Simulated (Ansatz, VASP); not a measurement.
# LaTe: VASP beside Ansatz

```xyz
2
Lattice="0.0000 3.1724 3.1724 3.1724 0.0000 3.1724 3.1724 3.1724 0.0000" Properties=species:S:1:pos:R:3 pbc="T T T"
La    0.0000    0.0000    0.0000
Te    3.1724    3.1724    3.1724
```

Alike in both runs: task single point; functional LDA; k mesh 11 × 11 × 11; occupations fermi-dirac, width 0.05 eV; no spin polarisation.

```csv
,VASP,Ansatz
version,VASP 6.6.1,Ansatz 0.2.0
potentials or method,"VASP PAW LDA potentials, release 64 (La, Te), cutoff 520 eV","all-electron LAPW, scalar-relativistic"
```

```tsv
	VASP	Ansatz	Ansatz less VASP
pressure (GPa)	0.1	0.0	-0.03
```

LDA's correlation is that of Perdew and Zunger in VASP and of Perdew and Wang (1992) in Ansatz. Ansatz ran all-electron here, and VASP with PAW potentials.

Spin-orbit coupling is off throughout.
